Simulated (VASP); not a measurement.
**Rh: single point with PBE**

The system is Rh.

```
CELL_PARAMETERS angstrom
2.73098 0.00000 0.00000
-1.36549 2.36510 0.00000
0.00000 0.00000 4.42849
ATOMIC_POSITIONS crystal
Rh 0.66667 0.33333 0.75000
Rh 0.33333 0.66667 0.25000
```

```json
{
  "Program": "VASP 6.6.1",
  "Task": "single point",
  "Functional": "PBE",
  "Potentials or basis": "VASP PAW PBE potentials, release 64 (Rh_pv)",
  "Cutoff": "520 eV",
  "k mesh": "21 × 21 × 12",
  "Occupations": "gaussian, width 0.15 eV",
  "Spin": "no spin polarisation"
}
```

```yaml
Pressure: -3.3 GPa
Band_gap_on_the_k_mesh: zero (band 15 reaches 11.86 eV, above the bottom of band 16 at 9.64 eV)
```

Stress tensor (GPa, compression positive):
```
-2.83  0.00  0.00
 0.00 -2.83  0.00
 0.00  0.00 -4.24
```

Levels at points of the mesh, in eV from the Fermi level:
| k point | band 11 | band 12 | band 13 | band 14 | band 15 | band 16 | band 17 | band 18 | band 19 | band 20 |
| --- | --- | --- | --- | --- | --- | --- | --- | --- | --- | --- |
| (0.00, 0.00, 0.00) | -2.85 | -2.36 | -2.36 | -1.78 | -1.78 | 0.13 | 0.13 | 0.75 | 8.21 | 15.89 |
| (0.00, 0.00, 0.50) | -2.95 | -2.95 | -2.95 | -2.95 | -0.41 | -0.41 | -0.41 | -0.41 | 14.64 | 14.64 |

Wall time 2.8 min on 1 thread of Intel Xeon 6975P-C, with other jobs on the host, peak memory 0.27 GiB.
